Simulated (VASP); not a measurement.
A run of VASP 6.6.1:

INCAR

```
SYSTEM = Si
PREC     = Accurate       ! precision mode
ENCUT    = 520            ! plane-wave cutoff, eV
EDIFF    = 1E-6           ! SCF threshold, eV
ISMEAR   = 0              ! smearing method
SIGMA    = 0.05           ! smearing width, eV
LREAL    = Auto         
LASPH    = .TRUE.         ! aspherical terms in the spheres
NELM     = 100            ! most SCF steps
ALGO     = Normal         ! electronic algorithm
ISIF     = 2              ! what is computed and relaxed
LWAVE    = .FALSE.        ! write WAVECAR
LCHARG   = .FALSE.        ! write CHGCAR
GGA      = PE             ! functional
IBRION   = 2              ! ionic algorithm
NSW      = 80             ! ionic steps
EDIFFG   = -0.03          ! ionic threshold
```

KPOINTS

```
Automatic mesh
0
G
  2 2 2
  0 0 0
```

File POSCAR:

```
Si
1.0
    0.0000000000      5.4300000000      5.4300000000
    5.4300000000      0.0000000000      5.4300000000
    5.4300000000      5.4300000000      0.0000000000
Si
17
Direct
    0.0000000000      0.0000000000      0.0000000000
    0.1250000000      0.1250000000      0.1250000000
    0.0000000000      0.0000000000      0.5000000000
    0.1250000000      0.1250000000      0.6250000000
    0.0000000000      0.5000000000      0.0000000000
    0.1250000000      0.6250000000      0.1250000000
    0.0000000000      0.5000000000      0.5000000000
    0.1250000000      0.6250000000      0.6250000000
    0.5000000000      0.0000000000      0.0000000000
    0.6250000000      0.1250000000      0.1250000000
    0.5000000000      0.0000000000      0.5000000000
    0.6250000000      0.1250000000      0.6250000000
    0.5000000000      0.5000000000      0.0000000000
    0.6250000000      0.6250000000      0.1250000000
    0.5000000000      0.5000000000      0.5000000000
    0.6250000000      0.6250000000      0.6250000000
    0.7452529100      0.7546423200      0.7502327200
```

Potentials or basis: VASP PAW PBE potentials, release 64 (Si).

Command:

```sh
$ cat potpaw_PBE.64/Si/POTCAR > POTCAR
$ mpirun -np 1 vasp_std > vasp.out
```

Hardware: 1 thread of Intel(R) Xeon(R) 6975P-C (Granite Rapids), with other jobs on the host.

Q: How long does it take, and how much memory?

A: It took 6.6 min on 1 thread of Intel(R) Xeon(R) 6975P-C (Granite Rapids), with other jobs on the host, peak memory 0.52 GiB. Counts: scf iterations 40, k points 8, ion steps 6.
